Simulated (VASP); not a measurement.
# HfN in VASP: further runs

HfN is run at these levels: LDA; tasks: electric field gradients.

Program: VASP 6.6.1. These are calculated values, not measurements. Logs are shortened: lines on timing, memory, paths and dates and some standing lists are left out, and cuts for length are marked.

## 1. The cell of the first run

It takes space group R-3m (No. 166, trigonal). The conventional cell has a = 3.147 Å, b = 3.147 Å, c = 8.060 Å, α = 90.00°, β = 90.00°, γ = 120.00°. Hf (site symmetry -3m) has 6 N at 2.26 Å within 3.0 Å. N (site symmetry -3m) has 6 Hf at 2.26 Å within 3.0 Å.

## 2. Electric field gradients, LDA (equal xy, yz and zx shear strains of +3 %)

INCAR

```
  PREC = Accurate
  ENCUT = 520
  EDIFF = 1E-8
  ISMEAR = -1
  SIGMA = 0.03
  LREAL = F
  LASPH = T
  NELM = 100
  ALGO = Normal
  ISIF = 2
  LWAVE = F
  LCHARG = F
  LEFG = T
  NBANDS = 14
```

KPOINTS

```
Automatic mesh
0
Gamma
  10 10 10
```

POSCAR

```
HfN
1.0
    0.0677700000      2.2928850000      2.2928850000
    2.2928850000      0.0677700000      2.2928850000
    2.2928850000      2.2928850000      0.0677700000
Hf N
1 1
Direct
    0.0000000000      0.0000000000      0.0000000000
    0.5000000000      0.5000000000      0.5000000000
```

Potentials or basis: VASP PAW LDA potentials, release 64 (Hf_pv, N).

Command:

```
cat potpaw_LDA.64/Hf_pv/POTCAR potpaw_LDA.64/N/POTCAR > POTCAR
mpirun -np 1 vasp_std > vasp.out
```

OUTCAR:

```text
PREC = Accurate
   ENCUT = 520
   EDIFF = 1E-8
   ISMEAR = -1
   LREAL = F
   LASPH = T
   NELM = 100
   ISIF = 2

 ion  position               nearest neighbor table
   1  0.000  0.000  0.000-   2 2.26   2 2.26   2 2.26   2 2.26   2 2.26   2 2.26
   2  0.500  0.500  0.500-   1 2.26   1 2.26   1 2.26   1 2.26   1 2.26   1 2.26

  LATTYP: Found a trigonal (rhomboedric) cell.
 ALAT       =     3.2433371732
 COS(alpha) =     0.5293254421

  Lattice vectors:

 A1 = (   0.0677700000,   2.2928850000,   2.2928850000)
 A2 = (   2.2928850000,   0.0677700000,   2.2928850000)
 A3 = (   2.2928850000,   2.2928850000,   0.0677700000)

Analysis of symmetry for initial positions (statically):
=====================================================================
 Subroutine PRICEL returns:
 Original cell was already a primitive cell.

 Routine SETGRP: Setting up the symmetry group for a
 trigonal (rhombohedral) supercell.

 Subroutine GETGRP returns: Found 12 space group operations
 (whereof 12 operations were pure point group operations)
 out of a pool of 12 trial point group operations.

The static configuration has the point symmetry D_3d.

Analysis of symmetry for dynamics (positions and initial velocities):
=====================================================================
 Subroutine PRICEL returns:
 Original cell was already a primitive cell.

 Routine SETGRP: Setting up the symmetry group for a
 trigonal (rhombohedral) supercell.

 Subroutine GETGRP returns: Found 12 space group operations
 (whereof 12 operations were pure point group operations)
 out of a pool of 12 trial point group operations.

The dynamic configuration has the point symmetry D_3d.

 Subroutine INISYM returns: Found 12 space group operations
 (whereof 12 operations are pure point group operations),
 and found     1 'primitive' translations

----------------------------------------------------------------------------------------

                                     Primitive cell

  volume of cell :      23.0403

  direct lattice vectors                    reciprocal lattice vectors
     0.067770000  2.292885000  2.292885000    -0.227979926  0.221435048  0.221435048
     2.292885000  0.067770000  2.292885000     0.221435048 -0.227979926  0.221435048
     2.292885000  2.292885000  0.067770000     0.221435048  0.221435048 -0.227979926

  length of vectors
     3.243337173  3.243337173  3.243337173     0.387352304  0.387352304  0.387352304

  position of ions in fractional coordinates (direct lattice)
     0.000000000  0.000000000  0.000000000
     0.500000000  0.500000000  0.500000000

  ion indices of the primitive-cell ions
   primitive index   ion index
                 1           1
                 2           2

----------------------------------------------------------------------------------------

 KPOINTS: Automatic mesh

Automatic generation of k-mesh.
 Grid dimensions read from file:
 generate k-points for:   10   10   10

 Generating k-lattice:

  Cartesian coordinates                     Fractional coordinates (reciprocal lattice)
    -0.022797993  0.022143505  0.022143505     0.100000000 -0.000000000 -0.000000000
     0.022143505 -0.022797993  0.022143505    -0.000000000  0.100000000 -0.000000000
     0.022143505  0.022143505 -0.022797993    -0.000000000 -0.000000000  0.100000000

  Length of vectors
     0.038735230  0.038735230  0.038735230

  Shift w.r.t. Gamma in fractional coordinates (k-lattice)
     0.000000000  0.000000000  0.000000000

 Subroutine IBZKPT returns following result:
 ===========================================

 Found    116 irreducible k-points:

 Following reciprocal coordinates:
            Coordinates               Weight
  0.000000  0.000000  0.000000      1.000000
  0.100000  0.000000  0.000000      6.000000
  0.200000  0.000000  0.000000      6.000000
  0.300000 -0.000000 -0.000000      6.000000
  0.400000 -0.000000 -0.000000      6.000000
  0.500000  0.000000 -0.000000      3.000000
[... 16 lines left out ...]
  0.300000  0.300000  0.000000      6.000000
  0.400000  0.300000 -0.000000     12.000000
 [... further k-points ...]
   k-points           NKPTS =    116   k-points in BZ     NKDIM =    116   number of bands    NBANDS=     14
   number of dos      NEDOS =    301   number of ions     NIONS =      2
   total plane-waves  NPLWV =  13824
   dimension x,y,z NGX =    24 NGY =   24 NGZ =   24
   dimension x,y,z NGXF=    48 NGYF=   48 NGZF=   48
   ions per type =               1   1
   NGX,Y,Z   is equivalent  to a cutoff of  12.30, 12.30, 12.30 a.u.
   NGXF,Y,Z  is equivalent  to a cutoff of  24.60, 24.60, 24.60 a.u.
 SYSTEM =  unknown system
   PREC   = accura    normal or accurate (medium, high low for compatibility)
   ISTART =      0    job   : 0-new  1-cont  2-samecut
   ICHARG =      2    charge: 1-file 2-atom 10-const
   ISPIN  =      1    spin polarized calculation?
   LNONCOLLINEAR =      F non collinear calculations
   LSORBIT =      F    spin-orbit coupling
   LASPH  =      T    aspherical Exc in radial PAW
   ENCUT  =  520.0 eV  38.22 Ry    6.18 a.u.   6.03  6.03  6.03*2*pi/ulx,y,z
   NELM   =    100;   NELMIN=  2; NELMDL= -5     # of ELM steps
   EDIFF  = 0.1E-07   stopping-criterion for ELM
   LREAL  =      F    real-space projection
   EDIFFG = 0.1E-06   stopping-criterion for IOM
   NSW    =      0    number of steps for IOM
   IBRION =     -1    ionic relax: 0-MD 1-quasi-New 2-CG
   NFREE  =      0    steps in history (QN), initial steepest desc. (CG)
   ISIF   =      2    stress and relaxation
   ISYM   =      2    0-nonsym 1-usesym 2-fastsym
   POTIM  = 0.5000    time-step for ionic-motion
   TEBEG  =    0.0;   TEEND  =   0.0 temperature during run
   PSTRESS=    0.0 pullay stress
   NELECT =      15.0000    total number of electrons
   NUPDOWN=      -1.0000    fix difference up-down
   EMIN   =  10.00;   EMAX   =-10.00  energy-range for DOS
   EFERMI =   0.00;   METHOD = LEGACY
   ISMEAR =    -1;   SIGMA  =   0.03  broadening in eV -4-tet -1-fermi 0-gaus
   EFERMI_NEDOS =   21; number of points for ismear=-14 and -15
   IALGO  =     38    algorithm
   IMIX   =      4    mixing-type and parameters
     AMIX     =   0.40;   BMIX     =  1.00
     AMIX_MAG =   1.60;   BMIX_MAG =  1.00
  volume/ion in A,a.u.               =      11.52        77.74
  Fermi-wavevector in a.u.,A,eV,Ry     =   1.418870  2.681275 27.391123  2.013191
  Thomas-Fermi vector in A             =   2.539950
   LORBIT       =      0    0 simple, 1 ext, 2 COOP (PROOUT), +10 PAW based schemes
   GGA     = CA    functional components
   LHFCALC =     F    Hartree Fock is set to
   AEXX    =    0.0000 exact exchange contribution
   IVDW    =     0    specifies the selected vdW correction
   LEPSILON=     F    determine dielectric tensor
   LRPA    =     F    only Hartree local field effects (RPA)
 non-spin polarized calculation
  energy-cutoff  :      520.00
  volume of cell :       23.04
 maximum number of plane-waves:       636
   NGX = 13   NGY = 13   NGZ = 13

 number of electron      14.9999998 magnetization

 Free energy of the ion-electron system (eV)
  ---------------------------------------------------
  ext. energy  EPLUGINS =         0.00000000
  ---------------------------------------------------
  free energy    TOTEN  =       -23.81509189 eV

  energy without entropy =      -23.81342404  energy(sigma->0) =      -23.81425797

 E-fermi :   8.2353     XC(G=0): -12.9838

 val. band max:        8.1981536740   @ k =   0.1000   0.0000   0.0000
 cond. band min:       8.2353676871   @ k =  -0.2000   0.4000   0.2000
 fundamental gap:      0.0372140131
 Fermi energy:         8.2353269398

 k-point     1 :       0.0000    0.0000    0.0000
  band No.  band energies     occupation
      1     -22.7770      2.00000
      2     -22.7184      2.00000
      3     -22.7184      2.00000
      4      -9.0323      2.00000
      5       5.0954      2.00000
      6       5.3450      2.00000
      7       5.3450      2.00000
      8       7.3020      2.00000
      9       8.0148      1.99872
     10       8.0148      1.99872
     11      10.1427      0.00000
     12      10.1427      0.00000
     13      10.2693      0.00000
     14      17.8759      0.00000

 k-point     2 :       0.1000    0.0000    0.0000
  band No.  band energies     occupation
      1     -22.8340      2.00000
      2     -22.7751      2.00000
      3     -22.7299      2.00000
      4      -8.7957      2.00000
      5       4.3939      2.00000
      6       4.5497      2.00000
      7       4.8033      2.00000
      8       7.6467      2.00000
      9       8.1982      1.55082
     10       8.3303      0.08104
     11      10.8825      0.00000
     12      10.9043      0.00000
     13      10.9918      0.00000
     14      18.6874      0.00000

 k-point     3 :       0.2000    0.0000    0.0000
  band No.  band energies     occupation
      1     -23.0987      2.00000
      2     -22.7967      2.00000
      3     -22.7597      2.00000
      4      -8.1604      2.00000
      5       2.7352      2.00000
      6       3.4749      2.00000
      7       3.8102      2.00000
      8       8.3995      0.00837
      9       8.6263      0.00000
     10       9.1729      0.00000
     11      12.3783      0.00000
     12      12.5845      0.00000
     13      12.6342      0.00000
     14      19.5390      0.00000
[... 324 lines left out ...]
 k-point    23 :       0.3000    0.3000    0.0000
  band No.  band energies     occupation
      1     -23.3230      2.00000
      2     -22.9725      2.00000
      3     -22.9197      2.00000
      4      -7.7089      2.00000
      5       1.4562      2.00000
      6       4.3009      2.00000
      7       4.5247      2.00000
      8       5.2677      2.00000
      9      11.3939      0.00000
     10      11.9528      0.00000
     11      12.2045      0.00000
     12      12.3623      0.00000
     13      17.1877      0.00000
     14      19.5313      0.00000

 k-point    24 :       0.4000    0.3000   -0.0000
  band No.  band energies     occupation
      1     -23.4340      2.00000
      2     -23.0052      2.00000
      3     -22.9884      2.00000
      4      -7.5942      2.00000
      5       1.6899      2.00000
      6       3.7036      2.00000
      7       4.0422      2.00000
      8       5.7645      2.00000
      9      12.2144      0.00000
     10      12.6193      0.00000
     11      12.9634      0.00000
     12      13.1485      0.00000
     13      17.3407      0.00000
     14      19.4234      0.00000

 [... further k-points ...]
[... 5 lines left out ...]
  --------------------------------------------------------------------------------------
  -------------------------------------------------------------------------------------
  Total       -1.4917071     -1.4917071     -1.4917071     -0.5171973     -0.5171973     -0.5171973
  in kB     -103.7303299   -103.7303299   -103.7303299    -35.9648644    -35.9648644    -35.9648644
  external PRESSURE =    -103.7303299 kB  Pullay stress =       0.0000000 kB

 VOLUME and BASIS-vectors are now :
 -----------------------------------------------------------------------------
  energy-cutoff  :      520.00
  volume of cell :       23.04
      direct lattice vectors                 reciprocal lattice vectors
     0.067770000  2.292885000  2.292885000    -0.227979926  0.221435048  0.221435048
     2.292885000  0.067770000  2.292885000     0.221435048 -0.227979926  0.221435048
     2.292885000  2.292885000  0.067770000     0.221435048  0.221435048 -0.227979926

 POSITION                                       TOTAL-FORCE (eV/Angst)
 -----------------------------------------------------------------------------------
      0.00000      0.00000      0.00000        -0.000000      0.000000      0.000000
      2.32677      2.32677      2.32677         0.000000     -0.000000     -0.000000
 -----------------------------------------------------------------------------------
    total drift:                                0.000000     -0.000000     -0.000000

  FREE ENERGIE OF THE ION-ELECTRON SYSTEM (eV)
  ---------------------------------------------------
  free  energy   TOTEN  =       -23.8150918899 eV

  energy  without entropy=      -23.8134240446  energy(sigma->0) =      -23.81425797

 Electric field gradients (V/A^2)
---------------------------------------------------------------------
 ion       V_xx      V_yy      V_zz      V_xy      V_xz      V_yz
---------------------------------------------------------------------
   1       0.000    -0.000     0.000   -10.289   -10.289   -10.289
   2       0.000    -0.000     0.000     1.676     1.676     1.676
---------------------------------------------------------------------

 Electric field gradients after diagonalization (V/A^2)
 (convention: |V_zz| > |V_xx| > |V_yy|)
----------------------------------------------------------------------
 ion       V_xx      V_yy      V_zz     asymmetry (V_yy - V_xx)/ V_zz
----------------------------------------------------------------------
   1      10.289    10.289   -20.578       0.000
   2      -1.676    -1.676     3.352       0.000
----------------------------------------------------------------------

           NMR quadrupolar parameters

 Cq : quadrupolar parameter    Cq=e*Q*V_zz/h
 eta: asymmetry parameters     (V_yy - V_xx)/ V_zz
 Q  : nuclear electric quadrupole moment in mb (millibarn)
----------------------------------------------------------------------
 ion       Cq(MHz)       eta       Q (mb)
----------------------------------------------------------------------
   1      -0.050       0.000       1.000
   2       0.008       0.000       1.000
----------------------------------------------------------------------
```

Wall time 19 s (1 thread of Intel Xeon 6975P-C (Granite Rapids), shared host); peak memory 0.15 GiB.

Results:

```yaml
Free_energy: -23.8151 eV
Pressure: -10.4 GPa
```

Levels at points of the mesh, in eV from the Fermi level:
```tsv
k point	band 5	band 6	band 7	band 8	band 9	band 10
(0.00, 0.00, 0.00)	-3.14	-2.89	-2.89	-0.93	-0.22	-0.22
(0.50, 0.00, 0.00)	-8.86	-6.47	-6.05	2.77	3.90	4.07
(0.50, 0.50, 0.00)	-5.33	-3.87	-3.74	-3.52	3.97	5.27
(0.50, 0.50, 0.50)	-8.93	-5.92	-5.92	3.04	3.37	3.37
```

Electric field gradients, principal values (V/Å²):
```csv
atom,least,middle,greatest (by size)
1 Hf,10.289,10.289,-20.578
2 N,-1.676,-1.676,3.352
```

Caveat: the cell differs from its parent crystal (equal xy, yz and zx shear strains of +3 %); without QUAD_EFG the Cq values of the log hold for a quadrupole moment of 1 mb, not for the nuclei; spin-orbit coupling is left out, which moves the levels of the heavy elements.

(Part 1 of 2 ends here.)
